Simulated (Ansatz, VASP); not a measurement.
**Al5GaN6: VASP beside Ansatz**

```
CELL_PARAMETERS angstrom
2.90168 0.00000 0.00000
-1.45084 2.51293 0.00000
0.00000 0.00000 14.22550
ATOMIC_POSITIONS crystal
Al 0.33333 0.66667 0.83501
Al 0.66667 0.33333 0.67000
Al 0.33333 0.66667 0.33000
Al 0.66667 0.33333 0.16499
Al 0.00000 0.00000 0.00000
Ga 0.00000 0.00000 0.50000
N 0.66667 0.33333 0.91751
N 0.00000 0.00000 0.75256
N 0.33333 0.66667 0.58895
N 0.66667 0.33333 0.41105
N 0.00000 0.00000 0.24744
N 0.33333 0.66667 0.08249
```

Alike in both runs: task relaxation of cell and atoms; functional PBE; k mesh 6 × 6 × 2; occupations gaussian, width 0.1 eV; no spin polarisation.

|  | VASP | Ansatz |
| --- | --- | --- |
| version | VASP 6.6.1 | Ansatz 0.2.0 |
| potentials or method | VASP PAW PBE potentials, release 64 (Al, Ga_d, N), cutoff 600 eV | scalar-relativistic, plane waves, PAW |
| valence electrons in the cell | 58 | 58 |

Ansatz gave:

- gap on the k mesh at the Fermi level, each at its own relaxed structure (eV): 3.12
- relaxed volume (Å³/atom): 8.64
- relaxed cell length with the largest relative difference (Å): 14.226

Problem. Which values does VASP return?

Solution. gap on the k mesh at the Fermi level, each at its own relaxed structure (eV): 3.11; relaxed volume (Å³/atom): 8.63; relaxed cell length with the largest relative difference (Å): 14.219.
